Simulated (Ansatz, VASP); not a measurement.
One calculation of LiH, two programs

POSCAR

```
LiH
1.0
    0.0000000000      2.2309268903      2.2309268903
    2.2309268903      0.0000000000      2.2309268903
    2.2309268903      2.2309268903      0.0000000000
Li H
1 1
Direct
    0.0000000000      0.0000000000      0.0000000000
    0.2500000000      0.2500000000      0.2500000000
```

Contents of INCAR.step1:

```
SYSTEM = LiH
PREC     = Accurate       ! precision mode
ENCUT    = 520            ! plane-wave cutoff, eV
EDIFF    = 1E-5           ! SCF threshold, eV
ISMEAR   = 0              ! smearing method
SIGMA    = 0.01           ! smearing width, eV
LREAL    = .False.        ! projectors in reciprocal space
LASPH    = .True.         ! aspherical terms in the spheres
NELM     = 100            ! most SCF steps
ALGO     = Normal         ! electronic algorithm
ISIF     = 2              ! what is computed and relaxed
LWAVE    = .True.         ! write WAVECAR
GGA      = PE             ! functional
NBANDS   = 9              ! bands
```

File INCAR.step2:

```
SYSTEM = LiH
PREC     = Accurate       ! precision mode
ENCUT    = 520            ! plane-wave cutoff, eV
EDIFF    = 1E-7           ! SCF threshold, eV
ISMEAR   = 0              ! smearing method
SIGMA    = 0.01           ! smearing width, eV
LREAL    = .False.        ! projectors in reciprocal space
LASPH    = .True.         ! aspherical terms in the spheres
NELM     = 100            ! most SCF steps
ALGO     = Normal         ! electronic algorithm
ISIF     = 2              ! what is computed and relaxed
LWAVE    = .False.        ! write WAVECAR
LCHARG   = .True.         ! write CHGCAR
GGA      = PE             ! functional
LHFCALC  = .True.         ! exact exchange
HFSCREEN = 0.2079         ! screening, 1/A
PRECFOCK = Normal       
LELF     = .True.         ! ELF
LVHAR    = .True.       
ISTART   = 1            
NBANDS   = 9              ! bands
```

File KPOINTS:

```
regular mesh
0
Gamma
  8 8 8
  0 0 0
```

Input for Ansatz:

```yaml
crystal:
  lattice:
    - [0.0, 2.2309268903, 2.2309268903]
    - [2.2309268903, 0.0, 2.2309268903]
    - [2.2309268903, 2.2309268903, 0.0]
  atoms:
    - { symbol: Li, position: [0.0, 0.0, 0.0] }
    - { symbol: H, position: [0.25, 0.25, 0.25] }
kpoints:
  mp_grid: { grid: [8, 8, 8] }
  band_path:
    path:
      - [0.0, 0.0, 0.0]
      - [-0.5, -0.5, 0.0]
      - [-0.375, -0.375, 0.25]
      - [-0.375, 0.0, 0.375]
      - [0.0, 0.0, 0.5]
      - [-0.5, -0.25, 0.25]
      - [-0.15, -0.075, 0.425]
      - [0.25, -0.5, -0.25]
    npoints: 1
hamiltonian:
  xc: hse06
scf:
  occupations: { method: fixed }
  n_extra_bands: 4
output:
  forces: true
  stress: true
  eigenvalues: true
```

Change from the starting cell: hydrostatic strain +4.0%.

Alike in both runs: task single point; functional HSE06; k mesh 8 × 8 × 8; no spin polarisation.

|  | VASP | Ansatz |
| --- | --- | --- |
| version | VASP 6.6.1 | Ansatz 0.2.0 |
| potentials or method | VASP PAW PBE potentials, release 64 (Li_sv, H) | plane waves, PAW |
| plane-wave cutoff (eV) | 520 | 420 |
| occupations | gaussian, width 0.01 eV | fixed |
| valence electrons in the cell | 4 | 4 |

```csv
,VASP,Ansatz,Ansatz less VASP
gap on the k mesh at the Fermi level (eV),5.06,5.06,-0.001
```

Ansatz's warnings: stress exchange threshold loose, stress scf threshold loose.

Noted on VASP's run: the cutoff is short for stress, so the pressure is rough.
